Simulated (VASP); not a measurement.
## Ti3Se: single point with r2SCAN

Ti3Se:

```xyz
4
Lattice="3.1974 0.0000 0.0000 -1.5987 2.7691 0.0000 0.0000 0.0000 7.9427" Properties=species:S:1:pos:R:3 pbc="T T T"
Se    0.0000    0.0000    0.0000
Ti    1.5987    0.9230    3.9714
Ti    0.0000    1.8460    6.1390
Ti    0.0000    1.8460    1.8038
```

| Property | Result |
| --- | --- |
| Program | VASP 6.6.1 |
| Task | single point |
| Functional | r2SCAN |
| Potentials or basis | VASP PAW PBE potentials, release 64 (Se, Ti_sv) |
| Cutoff | 520 eV |
| k mesh | 10 × 10 × 4 |
| Occupations | fermi-dirac, width 0.05 eV |
| Spin | no spin polarisation |

The pressure is -0.3 GPa and the largest force is 0.044 eV/Å. The band gap on the k mesh is zero (band 21 reaches 8.59 eV, above the bottom of band 22 at 7.94 eV).

Forces on the atoms (eV/Å):
```
Se   0.000  0.000  0.000
Ti   0.000  0.000  0.000
Ti   0.000  0.000  0.044
Ti   0.000  0.000 -0.044
```

Stress tensor (GPa, compression positive):
```
-0.06  0.00  0.00
 0.00 -0.06  0.00
 0.00  0.00 -0.79
```

Levels at points of the mesh, in eV from the Fermi level:
| k point | band 19 | band 20 | band 21 | band 22 | band 23 | band 24 |
| --- | --- | --- | --- | --- | --- | --- |
| (0.00, 0.00, 0.00) | -0.39 | 0.15 | 0.15 | 0.35 | 0.35 | 0.88 |
| (0.50, 0.00, 0.00) | -1.73 | -0.90 | -0.62 | 0.24 | 0.78 | 0.88 |
| (0.00, 0.00, 0.50) | -0.79 | 0.44 | 0.44 | 0.52 | 0.61 | 0.61 |
| (0.50, 0.00, 0.50) | -1.68 | -1.11 | -0.98 | 0.57 | 0.89 | 1.06 |

Run time: 7.5 min on 1 thread of AMD EPYC 7R13 Processor (Zen 3) (shared host), peak memory 0.2 GiB.

Caveat: the PAW data sets were made with another functional, which shifts forces and pressure a little.
